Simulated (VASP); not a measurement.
# In2O3 (R-3c) in VASP: notebook, part 2 of 2

VASP 6.6.1.

## 3. Single point, PBE (z stretched by -1 %, then relaxed in part)

INCAR

```
ALGO = Normal ; EDIFF = 1E-6
ENCUT = 520 ; GGA = PE
ISIF = 2 ; ISMEAR = -1
LASPH = True ; LCHARG = False
LREAL = False ; LWAVE = False
NBANDS = 55 ; NELM = 100
PREC = Accurate ; SIGMA = 0.02
```

KPOINTS

```
k-points
0
Gamma
  7 7 7
```

POSCAR

```
In2O3
1.0
    2.7435000000      1.5839604635      4.7883000000
   -2.7435000000      1.5839604635      4.7883000000
    0.0000000000     -3.1679209270      4.7883000000
In O
4 6
Direct
    0.3585258521      0.3585258521      0.3585258521
    0.1414741479      0.1414741479      0.1414741479
    0.6414741479      0.6414741479      0.6414741479
    0.8585258521      0.8585258521      0.8585258521
    0.5457155959      0.9542844041      0.2500000000
    0.2500000000      0.5457155959      0.9542844041
    0.9542844041      0.2500000000      0.5457155959
    0.4542844041      0.0457155959      0.7500000000
    0.7500000000      0.4542844041      0.0457155959
    0.0457155959      0.7500000000      0.4542844041
```

Potentials or basis: VASP PAW PBE potentials, release 64 (In_d, O).

The run is started by

```
cat potpaw_PBE.64/In_d/POTCAR potpaw_PBE.64/O/POTCAR > POTCAR
mpirun -np 1 vasp_std > vasp.out
```

Wall time 15 min (1 thread of Intel Xeon 8259CL, shared host); peak memory 0.44 GiB.

It converged, with:

| Property | Result |
| --- | --- |
| Free energy | -55.2215 eV |
| Pressure | 10.5 GPa |
| Largest force | 0.027 eV/Å |
| Band gap on the k mesh | 1.33 eV (least direct gap 1.37 eV) |

Forces in eV/Å, atoms in the order of the input:
```
In   0.000  0.000 -0.022
In   0.000  0.000  0.022
In   0.000  0.000  0.022
In   0.000  0.000 -0.022
O   -0.027  0.000  0.000
O    0.013 -0.023  0.000
O    0.013  0.023  0.000
O    0.027  0.000  0.000
O   -0.013  0.023  0.000
O   -0.013 -0.023  0.000
```

Stress tensor (GPa, compression positive):
```
10.89  0.00  0.00
 0.00 10.89  0.00
 0.00  0.00  9.87
```

Levels at points of the mesh, in eV from the valence-band top:
```csv
k point,band 42,band 43,band 44,band 45,band 46,band 47
"(0.00, 0.00, 0.00)",-0.27,-0.05,-0.05,1.33,5.54,6.37
```

Caveat: the cell differs from its parent crystal (z stretched by -1 %, then relaxed in part); the cell stands under pressure; spin-orbit coupling is left out, which moves the levels of the heavy elements; an odd mesh through Γ misses points on the zone boundary, where band edges can lie.

## 4. Single point, PBE (z stretched by -3 %, then relaxed in part)

INCAR

```
SYSTEM = In2O3
PREC = Accurate
ENCUT = 520
EDIFF = 1E-6
ISMEAR = -1
SIGMA = 0.02
LREAL = .False.
LASPH = .True.
NELM = 80
ALGO = Normal
ISIF = 2
LWAVE = .False.
LCHARG = .False.
GGA = PE
NBANDS = 55
```

KPOINTS

```
regular mesh
0
Gamma
  7 7 7
  0 0 0
```

POSCAR

```
In2O3
1.0
    2.7435000000      1.5839604635      4.6915666667
   -2.7435000000      1.5839604635      4.6915666667
    0.0000000000     -3.1679209270      4.6915666667
In O
4 6
Direct
    0.3598673083      0.3598673083      0.3598673083
    0.1401326917      0.1401326917      0.1401326917
    0.6401326917      0.6401326917      0.6401326917
    0.8598673083      0.8598673083      0.8598673083
    0.5448936301      0.9551063699      0.2500000000
    0.2500000000      0.5448936301      0.9551063699
    0.9551063699      0.2500000000      0.5448936301
    0.4551063699      0.0448936301      0.7500000000
    0.7500000000      0.4551063699      0.0448936301
    0.0448936301      0.7500000000      0.4551063699
```

The run is started by

```
cat potpaw_PBE.64/In_d/POTCAR potpaw_PBE.64/O/POTCAR > POTCAR
mpirun -np 1 vasp_std > vasp.out
```

It took 13 min on 1 thread of Intel Xeon 8259CL, shared host; peak memory 0.39 GiB.

Results (log left out):

- Free energy: -55.0251 eV
- Pressure: 14.1 GPa
- Largest force: 0.012 eV/Å
- Band gap on the k mesh: 1.40 eV (least direct gap 1.47 eV)

Forces in eV/Å, atoms in the order of the input:
```
In   0.000  0.000 -0.009
In   0.000  0.000  0.009
In   0.000  0.000  0.009
In   0.000  0.000 -0.009
O   -0.012  0.000  0.000
O    0.006 -0.010  0.000
O    0.006  0.010  0.000
O    0.012  0.000  0.000
O   -0.006  0.010  0.000
O   -0.006 -0.010  0.000
```

Stress tensor (GPa, compression positive):
```
13.92  0.00  0.00
 0.00 13.92  0.00
 0.00  0.00 14.56
```

Levels at points of the mesh, in eV from the valence-band top:
| k point | band 42 | band 43 | band 44 | band 45 | band 46 | band 47 |
| --- | --- | --- | --- | --- | --- | --- |
| (0.00, 0.00, 0.00) | -0.28 | -0.07 | -0.07 | 1.40 | 5.55 | 6.54 |

Caveat: the cell differs from its parent crystal (z stretched by -3 %, then relaxed in part); the cell stands under pressure; spin-orbit coupling is left out, which moves the levels of the heavy elements; an odd mesh through Γ misses points on the zone boundary, where band edges can lie.

## 5. Single point, PBE (12.36 Å³/atom)

INCAR

```
PREC     = Accurate       # precision mode
ENCUT    = 520            # plane-wave cutoff, eV
EDIFF    = 1E-7           # SCF threshold, eV
ISMEAR   = -1             # smearing method
SIGMA    = 0.02           # smearing width, eV
LREAL    = F              # projectors in reciprocal space
LASPH    = T              # aspherical terms in the spheres
NELM     = 60             # most SCF steps
ALGO     = Normal         # electronic algorithm
ISIF     = 2              # what is computed and relaxed
LWAVE    = F              # write WAVECAR
LCHARG   = F              # write CHGCAR
GGA      = PE             # functional
NBANDS   = 55             # bands
```

KPOINTS

```
regular mesh
0
Gamma
  7 7 7
```

POSCAR

```
In2O3
1.0
    2.7250866935      1.5733295361      4.8042048385
   -2.7250866935      1.5733295361      4.8042048385
    0.0000000000     -3.1466590721      4.8042048385
In O
4 6
Direct
    0.3581869694      0.3581869694      0.3581869694
    0.1418130306      0.1418130306      0.1418130306
    0.6418130306      0.6418130306      0.6418130306
    0.8581869694      0.8581869694      0.8581869694
    0.5453174839      0.9546825161      0.2500000000
    0.2500000000      0.5453174839      0.9546825161
    0.9546825161      0.2500000000      0.5453174839
    0.4546825161      0.0453174839      0.7500000000
    0.7500000000      0.4546825161      0.0453174839
    0.0453174839      0.7500000000      0.4546825161
```

The run is started by

```
cat potpaw_PBE.64/In_d/POTCAR potpaw_PBE.64/O/POTCAR > POTCAR
mpirun -np 1 vasp_std > vasp.out
```

Wall time 11 min (1 thread of Intel Xeon 8259CL, shared host); peak memory 0.43 GiB.

It converged, with:

| Quantity | Value |
| --- | --- |
| Free energy | -55.1183 eV |
| Pressure | 12.9 GPa |
| Largest force | 0.010 eV/Å |
| Band gap on the k mesh | 1.42 eV (least direct gap 1.43 eV) |

Forces on the atoms (eV/Å):
```
In   0.000  0.000 -0.010
In   0.000  0.000  0.010
In   0.000  0.000  0.010
In   0.000  0.000 -0.010
O    0.001  0.000  0.000
O   -0.001  0.001  0.000
O   -0.001 -0.001  0.000
O   -0.001  0.000  0.000
O    0.001 -0.001  0.000
O    0.001  0.001  0.000
```

Stress tensor (GPa, compression positive):
```
13.82  0.00  0.00
 0.00 13.82  0.00
 0.00  0.00 11.10
```

Levels at points of the mesh, in eV from the valence-band top:
```
           k point  band 40  band 41  band 42  band 43  band 44  band 45  band 46  band 47  band 48  band 49
(0.00, 0.00, 0.00)    -0.41    -0.28    -0.28    -0.01    -0.01     1.42     5.61     6.47     7.41     9.44
```

Caveat: the cell stands under pressure; spin-orbit coupling is left out, which moves the levels of the heavy elements; an odd mesh through Γ misses points on the zone boundary, where band edges can lie.

## 6. Single point, PBE

This run uses another cell than the first one, of 12.61 Å³/atom.

INCAR

```
PREC = Accurate ; ENCUT = 520
EDIFF = 1E-7 ; ISMEAR = -1
SIGMA = 0.02 ; LREAL = F
LASPH = T ; NELM = 80
ALGO = Normal ; ISIF = 2
LWAVE = F ; LCHARG = T
GGA = PE ; LELF = T
LVHAR = T ; NBANDS = 55
```

KPOINTS is that of step 5.

POSCAR

```
In2O3
1.0
    2.7435000000      1.5839604635      4.8366666667
   -2.7435000000      1.5839604635      4.8366666667
    0.0000000000     -3.1679209270      4.8366666667
In O
4 6
Direct
    0.3579176274      0.3579176274      0.3579176274
    0.1420823726      0.1420823726      0.1420823726
    0.6420823726      0.6420823726      0.6420823726
    0.8579176274      0.8579176274      0.8579176274
    0.5459193592      0.9540806408      0.2500000000
    0.2500000000      0.5459193592      0.9540806408
    0.9540806408      0.2500000000      0.5459193592
    0.4540806408      0.0459193592      0.7500000000
    0.7500000000      0.4540806408      0.0459193592
    0.0459193592      0.7500000000      0.4540806408
```

Potentials or basis: VASP PAW PBE potentials, release 64 (In_d, O).

The run is started by

```
cat potpaw_PBE.64/In_d/POTCAR potpaw_PBE.64/O/POTCAR > POTCAR
mpirun -np 1 vasp_std > vasp.out
```

It took 10 min on 1 thread of Intel Xeon 8259CL, shared host; peak memory 0.45 GiB.

Results (log left out):

```
Free energy            : -55.2926 eV
Pressure               : 8.8 GPa
Largest force          : 0.024 eV/Å
Band gap on the k mesh : 1.28 eV (least direct gap 1.31 eV)
```

Forces on the atoms (eV/Å):
```
In   0.000  0.000 -0.024
In   0.000  0.000  0.024
In   0.000  0.000  0.024
In   0.000  0.000 -0.024
O   -0.019  0.000  0.000
O    0.010 -0.017  0.000
O    0.010  0.017  0.000
O    0.019  0.000  0.000
O   -0.010  0.017  0.000
O   -0.010 -0.017  0.000
```

Stress tensor (GPa, compression positive):
```
9.47 0.00 0.00
0.00 9.47 0.00
0.00 0.00 7.59
```

Levels at points of the mesh, in eV from the valence-band top:
```csv
k point,band 40,band 41,band 42,band 43,band 44,band 45,band 46,band 47,band 48,band 49
"(0.00, 0.00, 0.00)",-0.39,-0.27,-0.27,-0.03,-0.03,1.28,5.54,6.29,7.29,9.27
```

Caveat: the cell stands under pressure; spin-orbit coupling is left out, which moves the levels of the heavy elements; an odd mesh through Γ misses points on the zone boundary, where band edges can lie.

## 7. The runs side by side

| cell | gap on the mesh (eV) | pressure (GPa) | largest force (eV/Å) |
| --- | --- | --- | --- |
| a = 5.701 Å, angles 57.5°, 10 atoms, atomic positions A | 1.37 | 12.3 | 0.01 |
| a = 5.741 Å, angles 57.1°, 10 atoms, atomic positions B | 1.33 | 10.5 | 0.03 |
| a = 5.661 Å, angles 58.0°, 10 atoms, atomic positions C | 1.40 | 14.1 | 0.01 |
| a = 5.743 Å, angles 56.7°, 10 atoms, atomic positions B | 1.42 | 12.9 | 0.01 |
| a = 5.782 Å, angles 56.7°, 10 atoms, atomic positions D | 1.28 | 8.8 | 0.02 |

Alike in all rows: task single point; level PBE; potentials or basis VASP PAW PBE potentials, release 64 (In_d, O); no spin polarisation; k mesh 7 × 7 × 7; cutoff (eV) 520; smearing fermi-dirac 0.02 eV.

Caveats: the cell stands under pressure; spin-orbit coupling is left out, which moves the levels of the heavy elements; an odd mesh through Γ misses points on the zone boundary, where band edges can lie.

Absolute energies hang on the potentials; compare differences alone.
